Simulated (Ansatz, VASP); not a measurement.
Two plane-wave programs on TaN

The input INCAR:

```
PREC = Accurate
ENCUT = 520
EDIFF = 1E-8
ISMEAR = -1
SIGMA = 0.01
LREAL = False
LASPH = True
NELM = 120
ALGO = Normal
ISIF = 2
LWAVE = False
LCHARG = False
GGA = PS
LEFG = True
NBANDS = 33
GGA_COMPAT = False
```

Contents of KPOINTS:

```
Automatic mesh
0
Gamma
  6 6 9
```

File POSCAR:

```
TaN
1.0
    5.2643771406      0.0000000000      0.0000000000
   -2.6321885702      4.5590843388      0.0000000000
    0.0000000000      0.0000000000      2.9493070245
Ta N
3 3
Direct
    0.3333333333      0.6666666667      0.5000000000
    0.6666666667      0.3333333333      0.5000000000
    0.0000000000      0.0000000000      0.0000000000
    0.3928500000      0.0000000000      0.0000000000
    0.6071500000      0.6071500000      0.0000000000
    0.0000000000      0.3928500000      0.0000000000
```

Input for Ansatz:

```yaml
crystal:
  lattice:
    - [5.2643771406, 0.0, 0.0]
    - [-2.6321885702, 4.5590843388, 0.0]
    - [0.0, 0.0, 2.9493070245]
  atoms:
    - { symbol: Ta, position: [0.3333333333, 0.6666666667, 0.5] }
    - { symbol: Ta, position: [0.6666666667, 0.3333333333, 0.5] }
    - { symbol: Ta, position: [0.0, 0.0, 0.0] }
    - { symbol: "N", position: [0.39285, 0.0, 0.0] }
    - { symbol: "N", position: [0.60715, 0.60715, 0.0] }
    - { symbol: "N", position: [0.0, 0.39285, 0.0] }
kpoints:
  mp_grid: { grid: [6, 6, 9] }
scf:
  occupations: { method: fermi_dirac, width: 0.01 }
hamiltonian:
  xc: pbesol
  pseudopotentials: { kind: paw }
output:
  forces: true
  stress: true
  eigenvalues: true
  efg: { contact_densities: true }
```

Change from the starting cell: volume scaled by 1.04, PAW files.

Alike in both runs: task electric field gradients; functional PBEsol; k mesh 6 × 6 × 9; occupations fermi-dirac, width 0.01 eV; no spin polarisation.

|  | VASP | Ansatz |
| --- | --- | --- |
| version | VASP 6.6.1 | Ansatz 0.2.0 |
| potentials or method | VASP PAW PBE potentials, release 64 (Ta_pv, N) | PAW with Ansatz's default frozen-core files, scalar-relativistic |
| plane-wave cutoff (eV) | 520 | 420 |
| valence electrons in the cell | 48 | 54 |

Ansatz gave:

| Quantity | Value |
| --- | --- |
| pressure (GPa) | -15.3 |
| traceless stress, the component that is largest in VASP (GPa) | -1.39 |
| rms of the force components (eV/Å) | 0.056 |
| size of Vzz on the site where it differs most (V/Å²) | 120.6 |

Q: What did VASP give for the same quantities?

A: Pressure (GPa): -14.6; traceless stress, the component that is largest in VASP (GPa): -1.55; rms of the force components (eV/Å): 0.056; size of Vzz on the site where it differs most (V/Å²): 161.0.

VASP's potentials were made for PBE, not for PBEsol. Atom by atom the forces differ by 0.001 eV/Å (rms over components). With one functional, cell and mesh, what is left measures potentials, basis and numerics. VASP's potentials hold 48 valence electrons a cell and Ansatz's 54, so a difference there can come from the potentials and not from the codes.

Spin-orbit coupling is off throughout.
